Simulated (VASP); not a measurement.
Set up this calculation in VASP 6.6.1, as the native input.

```
Task                   : single point
Functional             : BLYP
Potentials or basis    : VASP PAW PBE potentials, release 64 (Os_sv_GW)
Cutoff                 : 560 eV
k mesh                 : 14 × 14 × 14
Occupations            : fermi-dirac, width 0.1 eV
Spin                   : no spin polarisation
Dipole correction      : no
Further INCAR settings : ALGO = Normal; EDIFF = 1e-06; NBANDS = 14
```

The structure of Os lies in POSCAR:

```
Os
1.0
    2.5264402601      0.0000000000      0.0000000000
    0.0000000000      2.5264402601      0.0000000000
    0.0000000000      0.0000000000      2.5264402601
Os
1
Direct
    0.0000000000      0.0000000000      0.0000000000
```

This isn't the form of Os at room conditions, which is hcp.

One way to write it, as run:

INCAR

```
PREC = Accurate
ENCUT = 560
EDIFF = 1E-6
ISMEAR = -1
SIGMA = 0.1
LREAL = False
LASPH = True
NELM = 120
ALGO = Normal
ISIF = 2
LWAVE = False
LCHARG = False
GGA = B5
ALDAX = 1.0
AGGAX = 1.0
AGGAC = 1.0
ALDAC = 0.0
NBANDS = 14
GGA_COMPAT = False
```

KPOINTS

```
Automatic mesh
0
Gamma
  14 14 14
```

Potentials or basis: VASP PAW PBE potentials, release 64 (Os_sv_GW).

The run is started by

```console
$ cat potpaw_PBE.64/Os_sv_GW/POTCAR > POTCAR
$ mpirun -np 1 vasp_std > vasp.out
```

Results of the run:

The pressure is 24.3 GPa and the band gap on the k mesh is zero (bands 8 and 9 overlap by 6.09 eV).

Caveat: the cell stands under pressure; the PAW data sets were made with another functional, which shifts forces and pressure a little; spin-orbit coupling is left out, which moves the levels of the heavy elements.

Run time: 18 s on 1 thread of Intel(R) Xeon(R) Platinum 8488C (Sapphire Rapids), with other jobs on the host, peak memory 0.14 GiB.
